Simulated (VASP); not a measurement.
# Ga (I4/mmm) in VASP: relaxation of cell and atoms with RPBE+D4

Aim: the relaxation of cell and atoms of Ga with RPBE+D4.

Program: VASP 6.6.1. These are calculated values, not measurements. Logs are shortened: lines on timing, memory, paths and dates and some standing lists are left out, and cuts for length are marked.

## Step 1: The cell of the first run

Symmetry: I4/mmm, No. 139, tetragonal system. The conventional cell has a = 2.769 Å, b = 2.769 Å, c = 4.622 Å, α = 90.00°, β = 90.00°, γ = 90.00°. Ga (site symmetry 4/mmm) has 12 Ga at 2.77 to 3.03 Å within 3.6 Å.

## Step 2: Relaxation of cell and atoms, RPBE+D4

File INCAR:

```
SYSTEM = Ga
PREC = Accurate
ENCUT = 600
EDIFF = 1E-6
ISMEAR = -1
SIGMA = 0.05
LREAL = .FALSE.
LASPH = .TRUE.
NELM = 100
ALGO = Normal
ISIF = 3
LWAVE = .FALSE.
LCHARG = .FALSE.
GGA = RP
IVDW = 13
IBRION = 2
NSW = 60
EDIFFG = -0.01
```

File KPOINTS:

```
Automatic mesh
0
G
  13 13 13
  0 0 0
```

File POSCAR:

```
Ga
1.0
   -1.3843987196      1.3843987196      2.3112238365
    1.3843987196     -1.3843987196      2.3112238365
    1.3843987196      1.3843987196     -2.3112238365
Ga
1
Direct
    0.0000000000      0.0000000000      0.0000000000
```

Potentials or basis: VASP PAW PBE potentials, release 64 (Ga_d).

Started as:

```sh
$ cat potpaw_PBE.64/Ga_d/POTCAR > POTCAR
$ mpirun -np 1 vasp_std > vasp.out
```

OUTCAR:

```text
SYSTEM = Ga
   PREC = Accurate
   ENCUT = 600
   EDIFF = 1E-6
   ISMEAR = -1
   LREAL = .FALSE.
   LASPH = .TRUE.
   NELM = 100
   ISIF = 3
   GGA = RP
   IVDW = 13
   IBRION = 2
   NSW = 60
   EDIFFG = -0.01

 ion  position               nearest neighbor table
   1  0.000  0.000  0.000-

  LATTYP: Found a body centered tetragonal cell.
 ALAT       =     2.7687974392
 C/A-ratio  =     1.6694784557

  Lattice vectors:

 A1 = (  -1.3843987196,   1.3843987196,   2.3112238365)
 A2 = (   1.3843987196,  -1.3843987196,   2.3112238365)
 A3 = (   1.3843987196,   1.3843987196,  -2.3112238365)

Analysis of symmetry for initial positions (statically):
=====================================================================
 Subroutine PRICEL returns:
 Original cell was already a primitive cell.

 Routine SETGRP: Setting up the symmetry group for a
 body centered tetragonal supercell.

 Subroutine GETGRP returns: Found 16 space group operations
 (whereof 16 operations were pure point group operations)
 out of a pool of 16 trial point group operations.

The static configuration has the point symmetry D_4h.

Analysis of symmetry for dynamics (positions and initial velocities):
=====================================================================
 Subroutine PRICEL returns:
 Original cell was already a primitive cell.

 Routine SETGRP: Setting up the symmetry group for a
 body centered tetragonal supercell.

 Subroutine GETGRP returns: Found 16 space group operations
 (whereof 16 operations were pure point group operations)
 out of a pool of 16 trial point group operations.

The dynamic configuration has the point symmetry D_4h.

 Subroutine INISYM returns: Found 16 space group operations
 (whereof 16 operations are pure point group operations),
 and found     1 'primitive' translations

----------------------------------------------------------------------------------------

                                     Primitive cell

  volume of cell :      17.7184

  direct lattice vectors                    reciprocal lattice vectors
    -1.384398720  1.384398720  2.311223836     0.000000000  0.361167627  0.216335602
     1.384398720 -1.384398720  2.311223836     0.361167627  0.000000000  0.216335602
     1.384398720  1.384398720 -2.311223836     0.361167627  0.361167627  0.000000000

  length of vectors
     3.029005654  3.029005654  3.029005654     0.421002550  0.421002550  0.510768156

  position of ions in fractional coordinates (direct lattice)
     0.000000000  0.000000000  0.000000000

  ion indices of the primitive-cell ions
   primitive index   ion index
                 1           1

----------------------------------------------------------------------------------------

 KPOINTS: Automatic mesh

Automatic generation of k-mesh.
 Grid dimensions read from file:
 generate k-points for:   13   13   13

 Generating k-lattice:

  Cartesian coordinates                     Fractional coordinates (reciprocal lattice)
     0.000000000  0.027782125  0.016641200     0.076923077  0.000000000  0.000000000
     0.027782125  0.000000000  0.016641200     0.000000000  0.076923077  0.000000000
     0.027782125  0.027782125  0.000000000     0.000000000  0.000000000  0.076923077

  Length of vectors
     0.032384812  0.032384812  0.039289858

  Shift w.r.t. Gamma in fractional coordinates (k-lattice)
     0.000000000  0.000000000  0.000000000

 Subroutine IBZKPT returns following result:
 ===========================================

 Found    196 irreducible k-points:

 Following reciprocal coordinates:
            Coordinates               Weight
  0.000000  0.000000  0.000000      1.000000
  0.076923 -0.000000  0.000000      8.000000
  0.153846 -0.000000  0.000000      8.000000
  0.230769  0.000000  0.000000      8.000000
  0.307692 -0.000000  0.000000      8.000000
  0.384615  0.000000 -0.000000      8.000000
[... 16 lines left out ...]
  0.384615  0.153846  0.000000     16.000000
  0.461538  0.153846 -0.000000     16.000000
 [... further k-points ...]
   k-points           NKPTS =    196   k-points in BZ     NKDIM =    196   number of bands    NBANDS=     10
   number of dos      NEDOS =    301   number of ions     NIONS =      1
   total plane-waves  NPLWV =  13824
   dimension x,y,z NGX =    24 NGY =   24 NGZ =   24
   dimension x,y,z NGXF=    48 NGYF=   48 NGZF=   48
   ions per type =               1
   NGX,Y,Z   is equivalent  to a cutoff of  13.17, 13.17, 13.17 a.u.
   NGXF,Y,Z  is equivalent  to a cutoff of  26.34, 26.34, 26.34 a.u.
 SYSTEM =  Ga
   PREC   = accura    normal or accurate (medium, high low for compatibility)
   ISTART =      0    job   : 0-new  1-cont  2-samecut
   ICHARG =      2    charge: 1-file 2-atom 10-const
   ISPIN  =      1    spin polarized calculation?
   LNONCOLLINEAR =      F non collinear calculations
   LSORBIT =      F    spin-orbit coupling
   LASPH  =      T    aspherical Exc in radial PAW
   ENCUT  =  600.0 eV  44.10 Ry    6.64 a.u.   6.05  6.05  6.05*2*pi/ulx,y,z
   NELM   =    100;   NELMIN=  2; NELMDL= -5     # of ELM steps
   EDIFF  = 0.1E-05   stopping-criterion for ELM
   LREAL  =      F    real-space projection
   EDIFFG = -.1E-01   stopping-criterion for IOM
   NSW    =     60    number of steps for IOM
   IBRION =      2    ionic relax: 0-MD 1-quasi-New 2-CG
   NFREE  =      1    steps in history (QN), initial steepest desc. (CG)
   ISIF   =      3    stress and relaxation
   ISYM   =      2    0-nonsym 1-usesym 2-fastsym
   POTIM  = 0.5000    time-step for ionic-motion
   TEBEG  =    0.0;   TEEND  =   0.0 temperature during run
   PSTRESS=    0.0 pullay stress
   NELECT =      13.0000    total number of electrons
   NUPDOWN=      -1.0000    fix difference up-down
   EMIN   =  10.00;   EMAX   =-10.00  energy-range for DOS
   EFERMI =   0.00;   METHOD = LEGACY
   ISMEAR =    -1;   SIGMA  =   0.05  broadening in eV -4-tet -1-fermi 0-gaus
   EFERMI_NEDOS =   21; number of points for ismear=-14 and -15
   IALGO  =     38    algorithm
   IMIX   =      4    mixing-type and parameters
     AMIX     =   0.40;   BMIX     =  1.00
     AMIX_MAG =   1.60;   BMIX_MAG =  1.00
  volume/ion in A,a.u.               =      17.72       119.57
  Fermi-wavevector in a.u.,A,eV,Ry     =   1.476549  2.790273 29.663375  2.180197
  Thomas-Fermi vector in A             =   2.591062
   LORBIT       =      0    0 simple, 1 ext, 2 COOP (PROOUT), +10 PAW based schemes
   GGA     = RP    functional components
   LHFCALC =     F    Hartree Fock is set to
   AEXX    =    0.0000 exact exchange contribution
   IVDW    =    13    specifies the selected vdW correction
   LEPSILON=     F    determine dielectric tensor
   LRPA    =     F    only Hartree local field effects (RPA)
 conjugate gradient relaxation of ions
 non-spin polarized calculation
  energy-cutoff  :      600.00
  volume of cell :       17.72
 maximum number of plane-waves:       622
   NGX = 13   NGY = 13   NGZ = 13

--------------------------------------- Ionic step        1  -------------------------------------------

 number of electron      12.9999997 magnetization

 Free energy of the ion-electron system (eV)
  ---------------------------------------------------
  ext. energy  EPLUGINS =         0.00000000
  ---------------------------------------------------
  free energy    TOTEN  =        -2.50517782 eV

  energy without entropy =       -2.50239450  energy(sigma->0) =       -2.50378616

------------------------ aborting loop because EDIFF is reached ----------------------------------------

  DFT-D4 for vdW energy calculation

  Edisp (eV):   -0.93457

  FORCE on cell =-STRESS in cart. coord.  units (eV):
  Direction    XX          YY          ZZ          XY          YZ          ZX
  --------------------------------------------------------------------------------------
  -------------------------------------------------------------------------------------
  Total      -0.23395    -0.23395    -0.30592     0.00000     0.00000     0.00000
  in kB     -21.15481   -21.15481   -27.66227     0.00000     0.00000     0.00000
  external pressure =      -23.32 kB  Pullay stress =        0.00 kB
[... 94 lines left out ...]
  FREE ENERGIE OF THE ION-ELECTRON SYSTEM (eV)
  ---------------------------------------------------
  free  energy   TOTEN  =        -3.4448583869 eV

  energy  without entropy=       -3.4420236998  energy(sigma->0) =       -3.44344104

[... ionic steps 4 to 7 ...]

--------------------------------------- Ionic step        8  -------------------------------------------

 number of electron      13.0000005 magnetization

------------------------ aborting loop because EDIFF is reached ----------------------------------------

  DFT-D4 for vdW energy calculation

  Edisp (eV):   -0.97282
[... 67 lines left out ...]
  energy  without entropy=       -3.4438906805  energy(sigma->0) =       -3.44514139

--------------------------------------- Ionic step       10  -------------------------------------------

 number of electron      13.0000005 magnetization

 Free energy of the ion-electron system (eV)
  ---------------------------------------------------
  ext. energy  EPLUGINS =         0.00000000
  ---------------------------------------------------
  free energy    TOTEN  =        -2.47424671 eV

  energy without entropy =       -2.47177018  energy(sigma->0) =       -2.47300845

 E-fermi :   6.6878     XC(G=0): -11.4192

 val. band max:        6.6719767932   @ k =  -0.3846  -0.3846   0.3846
 cond. band min:       6.6947506628   @ k =  -0.4615   0.4615   0.1538
 fundamental gap:      0.0227738696
 Fermi energy:         6.6878279161

 k-point     1 :       0.0000    0.0000    0.0000
  band No.  band energies     occupation
      1      -8.4555      2.00000
      2      -8.2871      2.00000
      3      -8.2871      2.00000
      4      -8.2849      2.00000
      5      -8.1101      2.00000
      6      -5.1659      2.00000
      7      20.2224      0.00000
      8      20.2224      0.00000
      9      20.2370      0.00000
     10      23.3455      0.00000
[... 287 lines left out ...]
 k-point    24 :       0.4615    0.1538   -0.0000
  band No.  band energies     occupation
      1      -8.4284      2.00000
      2      -8.3475      2.00000
      3      -8.2840      2.00000
      4      -8.1469      2.00000
      5      -8.0466      2.00000
      6       2.2829      2.00000
      7       2.9309      2.00000
      8      13.7813      0.00000
      9      15.0088      0.00000
     10      18.9027      0.00000

 [... further k-points ...]

------------------------ aborting loop because EDIFF is reached ----------------------------------------

  DFT-D4 for vdW energy calculation

  Edisp (eV):   -0.97215

  FORCE on cell =-STRESS in cart. coord.  units (eV):
  Direction    XX          YY          ZZ          XY          YZ          ZX
  --------------------------------------------------------------------------------------
  -------------------------------------------------------------------------------------
  Total      -0.00020    -0.00020    -0.00584     0.00000    -0.00000    -0.00000
  in kB      -0.01885    -0.01885    -0.55080     0.00000    -0.00000    -0.00000
  external pressure =       -0.20 kB  Pullay stress =        0.00 kB
[... 16 lines left out ...]
  FREE ENERGIE OF THE ION-ELECTRON SYSTEM (eV)
  ---------------------------------------------------
  free  energy   TOTEN  =        -3.4463961490 eV

  energy  without entropy=       -3.4439196114  energy(sigma->0) =       -3.44515788

 reached required accuracy - stopping structural energy minimisation
```

Wall time 3 min (1 thread of Intel Xeon 8259CL, shared host); peak memory 0.18 GiB.

Results:

| Quantity | Value |
| --- | --- |
| Free energy | -3.4464 eV |
| Relaxed volume | 16.99 Å³/atom |
| Relaxed cell | a = 2.964 Å, b = 2.964 Å, c = 2.964 Å, α = 124.53°, β = 124.53°, γ = 82.32° |
| Space group after relaxing (to 0.1 Å) | I4/mmm (No. 139) |
| Energy gained by relaxing | 6.6 meV/atom |
| Ionic steps | 10 |
| Pressure after relaxing | 0.0 GPa |
| Band gap on the k mesh | zero (an odd number of electrons rules out a gap without spin polarisation) |
| Dispersion energy per atom | -0.972 eV |

The path:
```tsv
step	energy change (eV)	largest force (eV/Å)	pressure (GPa)	volume (Å³)
1	0.0000	0.0000	-2.33	17.72
2	-0.0051	0.0000	-0.06	17.07
3	-0.0051	0.0000	0.17	17.03
4	-0.0051	0.0000	0.04	17.04
5	-0.0055	0.0000	-0.13	17.03
6	-0.0066	0.0000	-0.11	17.00
7	-0.0050	0.0000	0.59	16.91
8	-0.0066	0.0000	0.15	16.97
9	-0.0066	0.0000	0.15	16.98
10	-0.0066	0.0000	-0.02	16.99
```

Final structure:
```yaml
crystal:
  lattice:
    - [-1.37948, 1.37948, 2.23159]
    - [1.37948, -1.37948, 2.23159]
    - [1.37948, 1.37948, -2.23159]
  atoms:
    - { symbol: Ga, position: [0.00000, 0.00000, 0.00000] }
```

Caveat: the PAW data sets were made with another functional, which shifts forces and pressure a little.
